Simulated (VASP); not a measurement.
# Sc (P6_3/mmc) in VASP: relaxation of cell and atoms with PBE

Aim: the relaxation of cell and atoms of Sc with PBE.

Everything below comes from runs of VASP 6.6.1. Logs are shortened: lines on timing, memory, paths and dates and some standing lists are left out, and cuts for length are marked.

## 1. The cell of the first run

The structure is hexagonal, space group P6_3/mmc (No. 194). Conventional cell: a = 3.310 Å, b = 3.310 Å, c = 5.270 Å, α = 90.00°, β = 90.00°, γ = 120.00°. Sc (site symmetry -6m2) has 12 Sc at 3.26 to 3.31 Å within 4.3 Å.

## 2. Relaxation of cell and atoms, PBE

Contents of INCAR:

```
PREC     = Accurate       # precision mode
ENCUT    = 600            # plane-wave cutoff, eV
EDIFF    = 1E-7           # SCF threshold, eV
ISMEAR   = 0              # smearing method
SIGMA    = 0.1            # smearing width, eV
LREAL    = F              # projectors in reciprocal space
LASPH    = T              # aspherical terms in the spheres
NELM     = 100            # most SCF steps
ALGO     = Fast           # electronic algorithm
ISIF     = 3              # what is computed and relaxed
LWAVE    = F              # write WAVECAR
LCHARG   = F              # write CHGCAR
GGA      = PE             # functional
IBRION   = 2              # ionic algorithm
NSW      = 80             # ionic steps
EDIFFG   = -0.003         # ionic threshold
```

Contents of KPOINTS:

```
regular mesh
0
Gamma
  24 24 12
```

Contents of POSCAR:

```
Sc
1.0
    3.3100000000      0.0000000000      0.0000000000
   -1.6550000000      2.8665440900      0.0000000000
    0.0000000000      0.0000000000      5.2700000000
Sc
2
Direct
    0.3333333333      0.6666666667      0.2500000000
    0.6666666667      0.3333333333      0.7500000000
```

Potentials or basis: VASP PAW PBE potentials, release 64 (Sc_sv).

Started as:

```sh
$ cat potpaw_PBE.64/Sc_sv/POTCAR > POTCAR
$ mpirun -np 1 vasp_std > vasp.out
```

OUTCAR:

```text
PREC = Accurate
   ENCUT = 600
   EDIFF = 1E-7
   ISMEAR = 0
   LREAL = F
   LASPH = T
   NELM = 100
   ISIF = 3
   GGA = PE
   IBRION = 2
   NSW = 80
   EDIFFG = -0.003

 ion  position               nearest neighbor table
   1  0.333  0.667  0.250-   2 3.26   2 3.26   2 3.26   2 3.26   2 3.26   2 3.26
   2  0.667  0.333  0.750-   1 3.26   1 3.26   1 3.26   1 3.26   1 3.26   1 3.26

  LATTYP: Found a hexagonal cell.
 ALAT       =     3.3100000000
 C/A-ratio  =     1.5921450151

  Lattice vectors:

 A1 = (   3.3100000000,   0.0000000000,   0.0000000000)
 A2 = (  -1.6550000000,   2.8665440900,   0.0000000000)
 A3 = (   0.0000000000,   0.0000000000,   5.2700000000)

Analysis of symmetry for initial positions (statically):
=====================================================================
 Subroutine PRICEL returns:
 Original cell was already a primitive cell.

 Routine SETGRP: Setting up the symmetry group for a
 hexagonal supercell.

 Subroutine GETGRP returns: Found 24 space group operations
 (whereof 12 operations were pure point group operations)
 out of a pool of 24 trial point group operations.

The static configuration has the point symmetry D_3d.
 The point group associated with its full space group is D_6h.

Analysis of symmetry for dynamics (positions and initial velocities):
=====================================================================
 Subroutine PRICEL returns:
 Original cell was already a primitive cell.

 Routine SETGRP: Setting up the symmetry group for a
 hexagonal supercell.

 Subroutine GETGRP returns: Found 24 space group operations
 (whereof 12 operations were pure point group operations)
 out of a pool of 24 trial point group operations.

The dynamic configuration has the point symmetry D_3d.
 The point group associated with its full space group is D_6h.

 Subroutine INISYM returns: Found 24 space group operations
 (whereof 12 operations are pure point group operations),
 and found     1 'primitive' translations

----------------------------------------------------------------------------------------

                                     Primitive cell

  volume of cell :      50.0031

  direct lattice vectors                    reciprocal lattice vectors
     3.310000000  0.000000000  0.000000000     0.302114804  0.174426063  0.000000000
    -1.655000000  2.866544090  0.000000000     0.000000000  0.348852126  0.000000000
     0.000000000  0.000000000  5.270000000     0.000000000  0.000000000  0.189753321

  length of vectors
[... 106 lines left out ...]
   LORBIT       =      0    0 simple, 1 ext, 2 COOP (PROOUT), +10 PAW based schemes
   GGA     = PE    functional components
   LHFCALC =     F    Hartree Fock is set to
   AEXX    =    0.0000 exact exchange contribution
   IVDW    =     0    specifies the selected vdW correction
   LEPSILON=     F    determine dielectric tensor
   LRPA    =     F    only Hartree local field effects (RPA)
 conjugate gradient relaxation of ions
 non-spin polarized calculation
 RMM-DIIS sequential band-by-band and
 Gauss-broadening in eV      SIGMA  =   0.10
  energy-cutoff  :      600.00
  volume of cell :       50.00
 maximum number of plane-waves:      1713
 NGX is ok and might be reduce to    28
   NGX = 13   NGY = 13   NGZ = 21

--------------------------------------- Ionic step        1  -------------------------------------------

 number of electron      22.0000001 magnetization

 Free energy of the ion-electron system (eV)
  ---------------------------------------------------
  ext. energy  EPLUGINS =         0.00000000
  ---------------------------------------------------
  free energy    TOTEN  =       -12.50331783 eV

  energy without entropy =      -12.48115259  energy(sigma->0) =      -12.49223521

------------------------ aborting loop because EDIFF is reached ----------------------------------------

  FORCE on cell =-STRESS in cart. coord.  units (eV):
  Direction    XX          YY          ZZ          XY          YZ          ZX
  --------------------------------------------------------------------------------------
  -------------------------------------------------------------------------------------
  Total       -0.0308235     -0.0308235     -0.5495740      0.0000000      0.0000000      0.0000000
  in kB       -0.9876312     -0.9876312    -17.6091966      0.0000000      0.0000000      0.0000000
  external PRESSURE =      -6.5281530 kB  Pullay stress =       0.0000000 kB
[... 131 lines left out ...]
--------------------------------------- Ionic step        5  -------------------------------------------

 number of electron      21.9999996 magnetization

 Free energy of the ion-electron system (eV)
  ---------------------------------------------------
  ext. energy  EPLUGINS =         0.00000000
  ---------------------------------------------------
  free energy    TOTEN  =       -12.50876074 eV

  energy without entropy =      -12.48786348  energy(sigma->0) =      -12.49831211

 E-fermi :   3.6734     XC(G=0):  -9.8732

 val. band max:        3.6731991895   @ k =   0.3750   0.0833   0.4167
 cond. band min:       3.6736271800   @ k =   0.3750   0.0417   0.4167
 fundamental gap:      0.0004279905
 Fermi energy:         3.6733983319

 k-point     1 :       0.0000    0.0000    0.0000
  band No.  band energies     occupation
      1     -45.7473      2.00000
      2     -45.6762      2.00000
      3     -24.5755      2.00000
      4     -24.2374      2.00000
      5     -24.2374      2.00000
      6     -24.1706      2.00000
      7     -24.1706      2.00000
      8     -24.1408      2.00000
      9      -1.4532      2.00000
     10       2.0437      2.00000
     11       4.2930      0.00000
     12       5.2609      0.00000
     13       5.2609      0.00000
     14       5.5290      0.00000
[... 401 lines left out ...]
      2     -45.6683      2.00000
      3     -24.4942      2.00000
      4     -24.4186      2.00000
      5     -24.3933      2.00000
      6     -24.3212      2.00000
      7     -24.2526      2.00000
      8     -24.2115      2.00000
      9       2.0240      2.00000
     10       2.6665      2.00000
     11       3.0169      2.00000
     12       3.3251      2.00000
     13       4.9647      0.00000
     14       4.9975      0.00000
     15       5.5436      0.00000

 [... further k-points ...]

------------------------ aborting loop because EDIFF is reached ----------------------------------------

  FORCE on cell =-STRESS in cart. coord.  units (eV):
  Direction    XX          YY          ZZ          XY          YZ          ZX
  --------------------------------------------------------------------------------------
  -------------------------------------------------------------------------------------
  Total       -0.0013048     -0.0013048      0.0004266      0.0000000      0.0000000     -0.0000000
  in kB       -0.0423660     -0.0423660      0.0138509      0.0000000      0.0000000     -0.0000000
  external PRESSURE =      -0.0236270 kB  Pullay stress =       0.0000000 kB
[... 17 lines left out ...]
  FREE ENERGIE OF THE ION-ELECTRON SYSTEM (eV)
  ---------------------------------------------------
  free  energy   TOTEN  =       -12.5087607360 eV

  energy  without entropy=      -12.4878634780  energy(sigma->0) =      -12.49831211

 reached required accuracy - stopping structural energy minimisation
```

OSZICAR:

```text
N       E                     dE             d eps       ncg     rms          rms(c)
DAV:   1     0.413548484290E+03    0.41355E+03   -0.11799E+04 12810   0.173E+03
DAV:   2     0.129436591303E+02   -0.40060E+03   -0.39463E+03 17652   0.659E+02
[... 60 lines left out ...]
RMM:   3    -0.125087644731E+02   -0.80693E-05   -0.49750E-04 15283   0.252E-01    0.181E-02
RMM:   4    -0.125087598261E+02    0.46470E-05   -0.30046E-05 13972   0.111E-01    0.864E-03
RMM:   5    -0.125087602020E+02   -0.37591E-06   -0.15070E-05 14730   0.428E-02    0.249E-03
RMM:   6    -0.125087604252E+02   -0.22323E-06   -0.39625E-06 15603   0.230E-02    0.955E-04
RMM:   7    -0.125087607558E+02   -0.33055E-06   -0.75530E-07 11147   0.112E-02    0.292E-04
RMM:   8    -0.125087607360E+02    0.19756E-07   -0.25570E-07  9421   0.701E-03
   5 F= -.12508761E+02 E0= -.12498312E+02  d E =-.705959E-03
```

CONTCAR:

```text
Sc
   1.00000000000000
     3.3211712328675236    0.0000000000000000   -0.0000000000000000
    -1.6605856164337618    2.8762186614899496    0.0000000000000000
     0.0000000000000000   -0.0000000000000000    5.1656782041544620
  Sc
     2
Direct
     0.3333333332999970    0.6666666667000030    0.2500000000000000
     0.6666666667000030    0.3333333332999970    0.7500000000000000

  0.00000000E+00  0.00000000E+00  0.00000000E+00
  0.00000000E+00  0.00000000E+00  0.00000000E+00
```

It took 50 min on 1 thread of Intel Xeon 8259CL, shared host; peak memory 0.47 GiB.

What came out:

- Free energy: -12.5088 eV
- Relaxed volume: 24.67 Å³/atom
- Relaxed cell: a = 3.321 Å, b = 3.321 Å, c = 5.166 Å, α = 90.00°, β = 90.00°, γ = 120.00°
- Space group after relaxing (to 0.1 Å): P6_3/mmc (No. 194)
- Energy gained by relaxing: 2.7 meV/atom
- Ionic steps: 5
- Pressure after relaxing: 0.0 GPa
- Band gap on the k mesh: zero (bands 11 and 12 overlap by 1.49 eV)

The path:
```tsv
step	energy change (eV)	largest force (eV/Å)	pressure (GPa)	volume (Å³)
1	0.0000	0.0000	-0.65	50.00
2	-0.0045	0.0000	0.11	49.27
3	-0.0047	0.0000	0.32	49.07
4	-0.0054	0.0000	0.04	49.31
5	-0.0054	0.0000	0.00	49.34
```

Final structure:
```yaml
crystal:
  lattice:
    - [3.32117, 0.00000, 0.00000]
    - [-1.66059, 2.87622, 0.00000]
    - [0.00000, 0.00000, 5.16568]
  atoms:
    - { symbol: Sc, position: [0.33333, 0.66667, 0.25000] }
    - { symbol: Sc, position: [0.66667, 0.33333, 0.75000] }
```
